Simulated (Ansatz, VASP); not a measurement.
# HfSn2S6 in VASP and in Ansatz

```
Hf Sn S
1.0
     3.68433    0.00000    0.00000
    -1.84217    3.19073    0.00000
     0.00000    0.00000   20.41662
Hf Sn S
1 2 6
Direct
  0.00000 0.00000 0.50000
  0.00000 0.00000 0.83183
  0.00000 0.00000 0.16817
  0.33333 0.66667 0.90456
  0.33333 0.66667 0.24091
  0.33333 0.66667 0.57010
  0.66667 0.33333 0.09544
  0.66667 0.33333 0.42990
  0.66667 0.33333 0.75909
```

Alike in both runs: functional PBE; k mesh 12 × 12 × 2; occupations gaussian, width 0.02 eV; no spin polarisation.

Ansatz relaxed the structure, and its values are those at the end. VASP's run is a single point on that final structure, the one shown.

```csv
,VASP,Ansatz
version,VASP 6.6.1,Ansatz 0.2.0
potentials or method,"VASP PAW PBE potentials, release 64 (Hf_pv, Sn_d, S), cutoff 520 eV","scalar-relativistic, plane waves, PAW"
valence electrons in the cell,74,90
```

Ansatz gave:

- gap on the k mesh at the Fermi level (eV): 1.20
- least direct gap on the mesh (eV): 1.76
- pressure (GPa): 0.0
- rms of the force components (eV/Å): 0.003

Estimate VASP's values.

gap on the k mesh at the Fermi level (eV): 1.22; least direct gap on the mesh (eV): 1.76; pressure (GPa): -0.2; rms of the force components (eV/Å): 0.018.

The functional is the same, so the differences come from potentials, cutoffs and numerics. VASP's potentials hold 74 valence electrons a cell and Ansatz's 90, so a difference there can come from the potentials and not from the codes.

Spin-orbit coupling is off throughout.
